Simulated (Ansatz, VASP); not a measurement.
Two plane-wave programs on KI

INCAR

```
SYSTEM = KI
PREC = Accurate
ENCUT = 520
EDIFF = 1E-7
ISMEAR = 0
SIGMA = 0.5
LREAL = .False.
LASPH = .True.
NELM = 100
ALGO = Normal
ISIF = 2
LWAVE = .False.
LCHARG = .False.
GGA = PS
NBANDS = 15
```

Contents of KPOINTS:

```
regular mesh
0
Gamma
  4 4 4
  0 0 0
```

Contents of POSCAR:

```
KI
1.0
    0.0000000000      3.5445661619      3.5445661619
    3.5445661619      0.0000000000      3.5445661619
    3.5445661619      3.5445661619      0.0000000000
K I
1 1
Direct
    0.0000000000      0.0000000000      0.0000000000
    0.5000000000      0.5000000000      0.5000000000
```

Input for Ansatz:

```yaml
crystal:
  lattice:
    - [0.0, 3.5445661619, 3.5445661619]
    - [3.5445661619, 0.0, 3.5445661619]
    - [3.5445661619, 3.5445661619, 0.0]
  atoms:
    - { symbol: K, position: [0.0, 0.0, 0.0] }
    - { symbol: I, position: [0.5, 0.5, 0.5] }
kpoints:
  mp_grid: { grid: [4, 4, 4] }
hamiltonian:
  xc: pbesol
scf:
  occupations: { method: gaussian, width: 0.5 }
  n_extra_bands: 4
output:
  forces: true
  stress: true
  eigenvalues: true
```

Alike in both runs: task single point; functional PBEsol; k mesh 4 × 4 × 4; occupations gaussian, width 0.5 eV; no spin polarisation.

|  | VASP | Ansatz |
| --- | --- | --- |
| version | VASP 6.6.1 | Ansatz 0.2.0 |
| potentials or method | VASP PAW PBE potentials, release 64 (K_sv, I) | plane waves |
| plane-wave cutoff (eV) | 520 | 420 |
| valence electrons in the cell | 16 | 26 |

```csv
,VASP,Ansatz,Ansatz less VASP
pressure (GPa),-0.4,-0.4,-0.03
```

VASP's potentials were made for PBE, not for PBEsol. VASP's potentials hold 16 valence electrons a cell and Ansatz's 26, so a difference there can come from the potentials and not from the codes.

Spin-orbit coupling is off throughout.
